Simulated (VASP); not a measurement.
# Sb (P6_3/mmc) in VASP: notebook

The runs below take Sb through single point, with revPBE.

Everything below comes from runs of VASP 6.6.1. Logs are shortened: lines on timing, memory, paths and dates and some standing lists are left out, and cuts for length are marked.

## 1. The cell of the first run

Symmetry: P6_3/mmc, No. 194, hexagonal system. The conventional cell has a = 3.474 Å, b = 3.474 Å, c = 5.755 Å, α = 90.00°, β = 90.00°, γ = 120.00°. Within 4.6 Å of Sb (site symmetry -6m2) lie 12 Sb at 3.47 to 3.51 Å.

## 2. Single point, revPBE (volume scaled by 1.08)

File INCAR:

```
SYSTEM = Sb
PREC = Accurate ; ENCUT = 520
EDIFF = 1E-6 ; ISMEAR = -1
SIGMA = 0.1 ; LREAL = .FALSE.
LASPH = .TRUE. ; NELM = 60
ALGO = Normal ; ISIF = 2
LWAVE = .FALSE. ; LCHARG = .TRUE.
GGA = RE ; LELF = .TRUE.
LVHAR = .TRUE. ; NBANDS = 12
```

File KPOINTS:

```
regular mesh
0
G
  12 12 7
  0 0 0
```

File POSCAR:

```
Sb
1.0
    3.4739245343      0.0000000000      0.0000000000
   -1.7369622671      3.0085068975      0.0000000000
    0.0000000000      0.0000000000      5.7549274480
Sb
2
Direct
    0.3333333333      0.6666666667      0.2500000000
    0.6666666667      0.3333333333      0.7500000000
```

Potentials or basis: VASP PAW PBE potentials, release 64 (Sb).

Started as:

```sh
cat potpaw_PBE.64/Sb/POTCAR > POTCAR
mpirun -np 1 vasp_std > vasp.out
```

OUTCAR:

```text
SYSTEM = Sb
   PREC = Accurate
   ENCUT = 520
   EDIFF = 1E-6
   ISMEAR = -1
   LREAL = .FALSE.
   LASPH = .TRUE.
   NELM = 60
   ISIF = 2
   GGA = RE

 ion  position               nearest neighbor table
   1  0.333  0.667  0.250-   2 3.51   2 3.51   2 3.51   2 3.51   2 3.51   2 3.51
   2  0.667  0.333  0.750-   1 3.51   1 3.51   1 3.51   1 3.51   1 3.51   1 3.51

  LATTYP: Found a hexagonal cell.
 ALAT       =     3.4739245343
 C/A-ratio  =     1.6566069272

  Lattice vectors:

 A1 = (   3.4739245343,   0.0000000000,   0.0000000000)
 A2 = (  -1.7369622671,   3.0085068975,   0.0000000000)
 A3 = (   0.0000000000,   0.0000000000,   5.7549274480)

Analysis of symmetry for initial positions (statically):
=====================================================================
 Subroutine PRICEL returns:
 Original cell was already a primitive cell.

 Routine SETGRP: Setting up the symmetry group for a
 hexagonal supercell.

 Subroutine GETGRP returns: Found 24 space group operations
 (whereof 12 operations were pure point group operations)
 out of a pool of 24 trial point group operations.

The static configuration has the point symmetry D_3d.
 The point group associated with its full space group is D_6h.

Analysis of symmetry for dynamics (positions and initial velocities):
=====================================================================
 Subroutine PRICEL returns:
 Original cell was already a primitive cell.

 Routine SETGRP: Setting up the symmetry group for a
 hexagonal supercell.

 Subroutine GETGRP returns: Found 24 space group operations
 (whereof 12 operations were pure point group operations)
 out of a pool of 24 trial point group operations.

The dynamic configuration has the point symmetry D_3d.
 The point group associated with its full space group is D_6h.

 Subroutine INISYM returns: Found 24 space group operations
 (whereof 12 operations are pure point group operations),
 and found     1 'primitive' translations

----------------------------------------------------------------------------------------

                                     Primitive cell

  volume of cell :      60.1466

  direct lattice vectors                    reciprocal lattice vectors
     3.473924534  0.000000000  0.000000000     0.287858873  0.166195398  0.000000000
    -1.736962267  3.008506898  0.000000000     0.000000000  0.332390795  0.000000000
     0.000000000  0.000000000  5.754927448     0.000000000  0.000000000  0.173764137

  length of vectors
     3.473924534  3.473924534  5.754927448     0.332390795  0.332390795  0.173764137

  position of ions in fractional coordinates (direct lattice)
     0.333333333  0.666666667  0.250000000
     0.666666667  0.333333333  0.750000000

  ion indices of the primitive-cell ions
   primitive index   ion index
                 1           1
                 2           2

----------------------------------------------------------------------------------------

 KPOINTS: regular mesh

Automatic generation of k-mesh.
 Grid dimensions read from file:
 generate k-points for:   12   12    7

 Generating k-lattice:

  Cartesian coordinates                     Fractional coordinates (reciprocal lattice)
     0.023988239  0.013849616  0.000000000     0.083333333  0.000000000  0.000000000
     0.000000000  0.027699233  0.000000000     0.000000000  0.083333333  0.000000000
     0.000000000  0.000000000  0.024823448     0.000000000  0.000000000  0.142857143

  Length of vectors
     0.027699233  0.027699233  0.024823448

  Shift w.r.t. Gamma in fractional coordinates (k-lattice)
     0.000000000  0.000000000  0.000000000

 Subroutine IBZKPT returns following result:
 ===========================================

 Found     76 irreducible k-points:

 Following reciprocal coordinates:
            Coordinates               Weight
  0.000000  0.000000  0.000000      1.000000
  0.083333 -0.000000  0.000000      6.000000
  0.166667 -0.000000  0.000000      6.000000
  0.250000 -0.000000  0.000000      6.000000
  0.333333 -0.000000  0.000000      6.000000
  0.416667 -0.000000  0.000000      6.000000
[... 16 lines left out ...]
  0.250000 -0.000000  0.142857     12.000000
  0.333333 -0.000000  0.142857     12.000000
 [... further k-points ...]
   k-points           NKPTS =     76   k-points in BZ     NKDIM =     76   number of bands    NBANDS=     12
   number of dos      NEDOS =    301   number of ions     NIONS =      2
   total plane-waves  NPLWV =  37632
   dimension x,y,z NGX =    28 NGY =   28 NGZ =   48
   dimension x,y,z NGXF=    56 NGYF=   56 NGZF=   96
   ions per type =               2
   NGX,Y,Z   is equivalent  to a cutoff of  13.40, 13.40, 13.87 a.u.
   NGXF,Y,Z  is equivalent  to a cutoff of  26.80, 26.80, 27.73 a.u.
 SYSTEM =  Sb
   PREC   = accura    normal or accurate (medium, high low for compatibility)
   ISTART =      0    job   : 0-new  1-cont  2-samecut
   ICHARG =      2    charge: 1-file 2-atom 10-const
   ISPIN  =      1    spin polarized calculation?
   LNONCOLLINEAR =      F non collinear calculations
   LSORBIT =      F    spin-orbit coupling
   LASPH  =      T    aspherical Exc in radial PAW
   ENCUT  =  520.0 eV  38.22 Ry    6.18 a.u.   6.46  6.46 10.70*2*pi/ulx,y,z
   NELM   =     60;   NELMIN=  2; NELMDL= -5     # of ELM steps
   EDIFF  = 0.1E-05   stopping-criterion for ELM
   LREAL  =      F    real-space projection
   EDIFFG = 0.1E-04   stopping-criterion for IOM
   NSW    =      0    number of steps for IOM
   IBRION =     -1    ionic relax: 0-MD 1-quasi-New 2-CG
   NFREE  =      0    steps in history (QN), initial steepest desc. (CG)
   ISIF   =      2    stress and relaxation
   ISYM   =      2    0-nonsym 1-usesym 2-fastsym
   POTIM  = 0.5000    time-step for ionic-motion
   TEBEG  =    0.0;   TEEND  =   0.0 temperature during run
   PSTRESS=    0.0 pullay stress
   NELECT =      10.0000    total number of electrons
   NUPDOWN=      -1.0000    fix difference up-down
   EMIN   =  10.00;   EMAX   =-10.00  energy-range for DOS
   EFERMI =   0.00;   METHOD = LEGACY
   ISMEAR =    -1;   SIGMA  =   0.10  broadening in eV -4-tet -1-fermi 0-gaus
   EFERMI_NEDOS =   21; number of points for ismear=-14 and -15
   IALGO  =     38    algorithm
   IMIX   =      4    mixing-type and parameters
     AMIX     =   0.40;   BMIX     =  1.00
     AMIX_MAG =   1.60;   BMIX_MAG =  1.00
  volume/ion in A,a.u.               =      30.07       202.94
  Fermi-wavevector in a.u.,A,eV,Ry     =   0.900197  1.701126 11.025554  0.810355
  Thomas-Fermi vector in A             =   2.023125
   LORBIT       =      0    0 simple, 1 ext, 2 COOP (PROOUT), +10 PAW based schemes
   GGA     = RE    functional components
   LHFCALC =     F    Hartree Fock is set to
   AEXX    =    0.0000 exact exchange contribution
   IVDW    =     0    specifies the selected vdW correction
   LEPSILON=     F    determine dielectric tensor
   LRPA    =     F    only Hartree local field effects (RPA)
 non-spin polarized calculation
  energy-cutoff  :      520.00
  volume of cell :       60.15
 maximum number of plane-waves:      1653
 NGX is ok and might be reduce to    28
   NGX = 13   NGY = 13   NGZ = 21

 number of electron      10.0000000 magnetization

 Free energy of the ion-electron system (eV)
  ---------------------------------------------------
  ext. energy  EPLUGINS =         0.00000000
  ---------------------------------------------------
  free energy    TOTEN  =        -7.03141336 eV

  energy without entropy =       -6.98120025  energy(sigma->0) =       -7.00630680

 E-fermi :   7.2370     XC(G=0):  -9.7211

 val. band max:        7.2251499448   @ k =   0.0833  -0.0000   0.4286
 cond. band min:       7.2552352980   @ k =   0.5000  -0.0000   0.0000
 fundamental gap:      0.0300853533
 Fermi energy:         7.2370018568

 k-point     1 :       0.0000    0.0000    0.0000
  band No.  band energies     occupation
      1      -4.8796      2.00000
      2      -1.8208      2.00000
      3       2.0655      2.00000
      4      10.4621      0.00000
      5      10.4621      0.00000
      6      11.6694      0.00000
      7      11.8027      0.00000
      8      11.8027      0.00000
      9      14.5648      0.00000
     10      15.9858      0.00000
     11      16.7699      0.00000
     12      16.7700      0.00000

 k-point     2 :       0.0833   -0.0000    0.0000
  band No.  band energies     occupation
      1      -4.7689      2.00000
      2      -1.7259      2.00000
      3       2.1816      2.00000
      4       9.4105      0.00000
      5      10.0853      0.00000
      6      11.1711      0.00000
      7      11.5854      0.00000
      8      11.8311      0.00000
      9      14.9558      0.00000
     10      15.7119      0.00000
     11      16.8275      0.00000
     12      16.9188      0.00000

 k-point     3 :       0.1667   -0.0000    0.0000
  band No.  band energies     occupation
      1      -4.4394      2.00000
      2      -1.4501      2.00000
      3       2.5272      2.00000
      4       7.5129      0.11914
      5       9.3718      0.00000
      6       9.7281      0.00000
      7      11.2272      0.00000
      8      11.6206      0.00000
      9      13.9052      0.00000
     10      15.9173      0.00000
     11      16.4915      0.00000
     12      17.0314      0.00000
[... 286 lines left out ...]
 k-point    23 :       0.2500   -0.0000    0.1429
  band No.  band energies     occupation
      1      -3.8134      2.00000
      2      -1.3164      2.00000
      3       3.5025      2.00000
      4       5.7580      2.00000
      5       7.7332      0.01390
      6       8.7668      0.00000
      7      10.3445      0.00000
      8      10.9877      0.00000
      9      13.0150      0.00000
     10      14.5210      0.00000
     11      15.5140      0.00000
     12      17.2133      0.00000

 k-point    24 :       0.3333   -0.0000    0.1429
  band No.  band energies     occupation
      1      -3.0902      2.00000
      2      -0.8128      2.00000
      3       3.6597      2.00000
      4       4.7229      2.00000
      5       6.0745      1.99998
      6       8.2277      0.00010
      7       9.4477      0.00000
      8      10.5446      0.00000
      9      12.3736      0.00000
     10      13.9305      0.00000
     11      15.3853      0.00000
     12      16.8097      0.00000

 [... further k-points ...]
[... 5 lines left out ...]
  --------------------------------------------------------------------------------------
  -------------------------------------------------------------------------------------
  Total       -1.4440118     -1.4440118     -1.1816820     -0.0000000      0.0000000      0.0000000
  in kB      -38.4653839    -38.4653839    -31.4774810     -0.0000000      0.0000000      0.0000000
  external PRESSURE =     -36.1360829 kB  Pullay stress =       0.0000000 kB

 VOLUME and BASIS-vectors are now :
 -----------------------------------------------------------------------------
  energy-cutoff  :      520.00
  volume of cell :       60.15
      direct lattice vectors                 reciprocal lattice vectors
     3.473924534  0.000000000  0.000000000     0.287858873  0.166195398  0.000000000
    -1.736962267  3.008506898  0.000000000     0.000000000  0.332390795  0.000000000
     0.000000000  0.000000000  5.754927448     0.000000000  0.000000000  0.173764137

 POSITION                                       TOTAL-FORCE (eV/Angst)
 -----------------------------------------------------------------------------------
     -0.00000      2.00567      1.43873        -0.000000      0.000000      0.000000
      1.73696      1.00284      4.31620         0.000000     -0.000000      0.000000
 -----------------------------------------------------------------------------------
    total drift:                               -0.000000      0.000000      0.000000

  FREE ENERGIE OF THE ION-ELECTRON SYSTEM (eV)
  ---------------------------------------------------
  free  energy   TOTEN  =        -7.0314133567 eV

  energy  without entropy=       -6.9812002478  energy(sigma->0) =       -7.00630680
```

Run time: 27 s. Hardware: 1 thread of AMD EPYC 9R14 (Zen 4), shared host; peak memory 0.18 GiB.

Results:

```
Free energy            : -7.0314 eV
Pressure               : -3.6 GPa
Band gap on the k mesh : zero (band 5 reaches 10.97 eV, above the bottom of band 6 at 4.71 eV)
```

Caveat: the cell differs from its parent crystal (volume scaled by 1.08); the PAW data sets were made with another functional, which shifts forces and pressure a little; spin-orbit coupling is left out, which moves the levels of the heavy elements.

## 3. Single point, revPBE (volume scaled by 1.12)

File INCAR:

```
  ALGO = Normal
  EDIFF = 1E-6
  ENCUT = 520
  GGA = RE
  ISIF = 2
  ISMEAR = -1
  LASPH = True
  LCHARG = False
  LREAL = False
  LWAVE = False
  NBANDS = 12
  NELM = 80
  PREC = Accurate
  SIGMA = 0.1
```

File KPOINTS:

```
k-points
0
Gamma
  12 12 7
```

File POSCAR:

```
Sb
1.0
    3.5162936433      0.0000000000      0.0000000000
   -1.7581468217      3.0451996223      0.0000000000
    0.0000000000      0.0000000000      5.8251164075
Sb
2
Direct
    0.3333333333      0.6666666667      0.2500000000
    0.6666666667      0.3333333333      0.7500000000
```

Potentials or basis: VASP PAW PBE potentials, release 64 (Sb).

Started as:

```sh
cat potpaw_PBE.64/Sb/POTCAR > POTCAR
mpirun -np 1 vasp_std > vasp.out
```

Wall time 23 s (1 thread of AMD EPYC 9R14 (Zen 4), shared host); peak memory 0.18 GiB.

It converged, with:

| Quantity | Value |
| --- | --- |
| Free energy | -6.9719 eV |
| Pressure | -4.9 GPa |
| Band gap on the k mesh | zero (band 5 reaches 10.36 eV, above the bottom of band 6 at 4.41 eV) |

Stress tensor (GPa, compression positive):
```
-5.23  0.00  0.00
 0.00 -5.23  0.00
 0.00  0.00 -4.26
```

Levels at points of the mesh, in eV from the Fermi level:
```csv
k point,band 3,band 4,band 5,band 6,band 7,band 8
"(0.00, 0.00, 0.00)",-4.96,3.07,3.07,4.20,4.34,4.34
"(0.50, 0.00, 0.00)",-4.01,-2.80,-1.87,0.07,0.43,2.97
```

Caveat: the cell differs from its parent crystal (volume scaled by 1.12); the PAW data sets were made with another functional, which shifts forces and pressure a little; spin-orbit coupling is left out, which moves the levels of the heavy elements.

## 4. Single point, revPBE

This run uses another cell than the first one, of 27.85 Å³/atom, 0.926 times its volume.

File INCAR:

```
PREC = Accurate
ENCUT = 520
EDIFF = 1E-7
ISMEAR = -1
SIGMA = 0.1
LREAL = False
LASPH = True
NELM = 80
ALGO = Normal
ISIF = 2
LWAVE = False
LCHARG = True
GGA = RE
LELF = True
LVHAR = True
NBANDS = 12
```

File KPOINTS:

```
Automatic mesh
0
Gamma
  18 18 9
```

File POSCAR:

```
Sb
1.0
    3.3859389865      0.0000000000      0.0000000000
   -1.6929694932      2.9323091780      0.0000000000
    0.0000000000      0.0000000000      5.6091699800
Sb
2
Direct
    0.3333333333      0.6666666667      0.2500000000
    0.6666666667      0.3333333333      0.7500000000
```

Started as:

```sh
cat potpaw_PBE.64/Sb/POTCAR > POTCAR
mpirun -np 1 vasp_std > vasp.out
```

It took 60 s on 1 thread of AMD EPYC 9R14 (Zen 4), shared host; peak memory 0.21 GiB.

The run converged. Its results:

* Free energy: -7.0872 eV
* Pressure: 0.0 GPa
* Band gap on the k mesh: zero (band 5 reaches 12.36 eV, above the bottom of band 6 at 5.31 eV)

Stress tensor (GPa, compression positive):
```
-0.16  0.00  0.00
 0.00 -0.16  0.00
 0.00  0.00  0.38
```

Levels at points of the mesh, in eV from the Fermi level:
| k point | band 3 | band 4 | band 5 | band 6 | band 7 | band 8 |
| --- | --- | --- | --- | --- | --- | --- |
| (0.00, 0.00, 0.00) | -5.65 | 3.57 | 3.57 | 4.94 | 5.06 | 5.06 |
| (0.50, 0.00, 0.00) | -4.35 | -3.12 | -2.18 | -0.10 | 0.46 | 3.46 |

Caveat: the PAW data sets were made with another functional, which shifts forces and pressure a little; spin-orbit coupling is left out, which moves the levels of the heavy elements.

## 5. Summary

| cell | k mesh | gap on the mesh (eV) | pressure (GPa) |
| --- | --- | --- | --- |
| a = 3.474, b = 3.474, c = 5.755 Å, angles 90.0, 90.0, 120.0°, 2 atoms | 12 × 12 × 7 | none | -3.6 |
| a = 3.516, b = 3.516, c = 5.825 Å, angles 90.0, 90.0, 120.0°, 2 atoms | 12 × 12 × 7 | none | -4.9 |
| a = 3.386, b = 3.386, c = 5.609 Å, angles 90.0, 90.0, 120.0°, 2 atoms | 18 × 18 × 9 | none | 0.0 |

Alike in all rows: task single point; level revPBE; potentials or basis VASP PAW PBE potentials, release 64 (Sb); no spin polarisation; cutoff (eV) 520; smearing fermi-dirac 0.1 eV.

Caveats: the PAW data sets were made with another functional, which shifts forces and pressure a little; spin-orbit coupling is left out, which moves the levels of the heavy elements.

Total energies depend on the potentials used, so only differences within one code and one set of settings carry meaning.
